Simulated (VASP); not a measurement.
Input of a VASP 6.6.1 run:

File INCAR:

```
SYSTEM = CuSi16
  ALGO = Normal
  EDIFF = 1E-7
  ENCUT = 520
  GGA = PE
  ISIF = 2
  ISMEAR = 0
  LASPH = .TRUE.
  LCHARG = .FALSE.
  LREAL = Auto
  LWAVE = .FALSE.
  NBANDS = 52
  NELECT = 74.0
  NELM = 80
  PREC = Accurate
  SIGMA = 0.02
```

The input KPOINTS:

```
k-points
0
G
  2 2 2
  0 0 0
```

Contents of POSCAR:

```
CuSi16
1.0
    0.0000000000      5.4300000000      5.4300000000
    5.4300000000      0.0000000000      5.4300000000
    5.4300000000      5.4300000000      0.0000000000
Si Cu
16 1
Direct
   -0.0015069982     -0.0027845304      0.0059248619
    0.1261898711      0.1209165746      0.1267340700
   -0.0005306630      0.0045188766      0.4993835175
    0.1241616022      0.1170991713      0.6345291897
    0.0086029466      0.4957674033     -0.0021631676
    0.1250887661      0.6231830571      0.1268633517
    0.0044218232      0.4921218232      0.4997853591
    0.1354378453      0.6181980663      0.6223264273
    0.4990872007      0.0079197974     -0.0057798343
    0.6262408840      0.1208974217      0.1269629834
    0.4966468692      0.0047326888      0.4996437385
    0.6182593002      0.1457232044      0.6180112339
    0.4980420810      0.4957496317     -0.0020868324
    0.6325369245      0.6275385820      0.1075860958
    0.5035621547      0.5165286372      0.4775127993
    0.6246801105      0.6185701657      0.6224521179
    0.7596171271      0.7725952118      0.7095033149
```

Potentials or basis: VASP PAW PBE potentials, release 64 (Si, Cu).

Launch:

```bash
$ cat potpaw_PBE.64/Si/POTCAR potpaw_PBE.64/Cu/POTCAR > POTCAR
$ mpirun -np 1 vasp_std > vasp.out
```

Question: Predict the largest force.

Answer: 0.048 eV/Å.

Forces on the atoms (eV/Å):
```
Si  -0.003  0.010 -0.011
Si  -0.004  0.010 -0.014
Si   0.008  0.004 -0.001
Si   0.004  0.003  0.001
Si  -0.011  0.019 -0.006
Si  -0.003  0.010 -0.009
Si   0.006  0.008 -0.009
Si   0.001  0.010 -0.003
Si   0.005 -0.010  0.009
Si  -0.003  0.014 -0.009
Si   0.005  0.002 -0.003
Si   0.017 -0.022  0.024
Si  -0.009  0.006 -0.018
Si  -0.017 -0.007  0.008
Si   0.000 -0.026  0.023
Si  -0.001  0.003 -0.013
Cu   0.006 -0.034  0.033
```

Caveat: the k points lie up to 0.50 Å⁻¹ apart; the cell carries a net charge on a neutralising background, which shifts energy and pressure.
